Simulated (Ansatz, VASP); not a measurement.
**MoS2 in VASP and in Ansatz**

```
Mo S
1.0
     1.57647    0.91018    5.99653
    -1.57647    0.91018    5.99653
     0.00000   -1.82036    5.99653
Mo S
1 2
Direct
  0.02749 0.02749 0.94506
  0.71236 0.71236 0.83596
  0.53869 0.53869 0.66179
```

Change from the starting cell: mode 6 (380.0 1/cm) frozen in, largest displacement -0.225 Å.

Alike in both runs: task single point; functional PBE; dispersion D3(BJ); k mesh 12 × 12 × 12; occupations gaussian, width 0.05 eV; no spin polarisation.

```csv
,VASP,Ansatz
version,VASP 6.6.1,Ansatz 0.2.0
potentials or method,"VASP PAW PBE potentials, release 64 (Mo_sv, S), cutoff 520 eV","scalar-relativistic, plane waves, PAW"
valence electrons in the cell,26,26
```

Ansatz gave:

| Item | Value |
| --- | --- |
| gap on the k mesh at the Fermi level (eV) | 0.26 |
| least direct gap on the mesh (eV) | 0.34 |
| pressure (GPa) | 7.5 |
| traceless stress, the component that is largest in VASP (GPa) | -11.17 |
| rms of the force components (eV/Å) | 2.540 |

Q: Estimate VASP's values.

A: gap on the k mesh at the Fermi level (eV): 0.27; least direct gap on the mesh (eV): 0.35; pressure (GPa): 7.4; traceless stress, the component that is largest in VASP (GPa): -11.09; rms of the force components (eV/Å): 2.537.

Atom by atom the forces differ by 0.010 eV/Å (rms over components).
